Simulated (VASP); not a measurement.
# KCl: electric field gradients with PBEsol

KCl:

```
K Cl
1.0
     3.63400    0.00000    0.00000
     0.00000    3.63400    0.00000
     0.00000    0.00000    3.56132
K Cl
1 1
Direct
  0.00000 0.00000 0.00000
  0.50000 0.50000 0.50000
```

This cell differs from its parent crystal: zz strain of -2 %.

```json
{
 "Program": "VASP 6.6.1",
 "Task": "electric field gradients",
 "Functional": "PBEsol",
 "Potentials or basis": "VASP PAW PBE potentials, release 64 (K_sv, Cl)",
 "Cutoff": "520 eV",
 "k mesh": "7 × 7 × 7",
 "Occupations": "fermi-dirac, width 0.02 eV",
 "Spin": "no spin polarisation",
 "Dipole correction": "no",
 "Further INCAR settings": "ALGO = Normal; EDIFF = 1e-08; NBANDS = 15"
}
```

| Item | Value |
| --- | --- |
| Pressure | 3.1 GPa |
| Band gap on the k mesh | 5.42 eV, indirect (least direct gap 5.61 eV) |

Stress tensor (GPa, compression positive):
```
2.73 0.00 0.00
0.00 2.73 0.00
0.00 0.00 3.79
```

Levels at points of the mesh, in eV from the valence-band top:
| k point | band 5 | band 6 | band 7 | band 8 | band 9 | band 10 | band 11 | band 12 |
| --- | --- | --- | --- | --- | --- | --- | --- | --- |
| (0.00, 0.00, 0.00) | -11.07 | -0.33 | -0.33 | -0.19 | 5.42 | 6.08 | 6.19 | 10.91 |

Electric field gradients, principal values (V/Å²):
```csv
atom,least,middle,greatest (by size)
1 K,-1.388,-1.388,2.776
2 Cl,2.655,2.655,-5.310
```

Wall time 19 s on 1 thread of Intel(R) Xeon(R) Platinum 8488C (Sapphire Rapids) (shared host), peak memory 0.17 GiB.

Caveat: the cell differs from its parent crystal (zz strain of -2 %); without QUAD_EFG the Cq values of the log hold for a quadrupole moment of 1 mb, not for the nuclei; the PAW data sets were made with another functional, which shifts forces and pressure a little. A k mesh can miss the band edges.
